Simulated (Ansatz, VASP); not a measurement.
One calculation of P, two programs

```
P
1.0
     2.44825    0.00000    0.00000
     0.00000    2.44825    0.00000
     0.00000    0.00000    2.44825
P
1
Direct
  0.00000 0.00000 0.00000
```

Alike in both runs: task single point; functional PBEsol; k mesh 15 × 15 × 15; occupations fermi-dirac, width 0.1 eV; no spin polarisation.

```csv
,VASP,Ansatz
version,VASP 6.6.1,Ansatz 0.2.0
potentials or method,"VASP PAW PBE potentials, release 64 (P), cutoff 500 eV","plane waves (420 eV) with PAW, scalar-relativistic"
valence electrons in the cell,5,5
```

```csv
,VASP,Ansatz,Ansatz less VASP
pressure (GPa),-3.7,-3.8,-0.10
```

VASP's potentials were made for PBE, not for PBEsol, and Ansatz warns of the same on its side. The functional is the same, so the differences come from potentials, cutoffs and numerics.
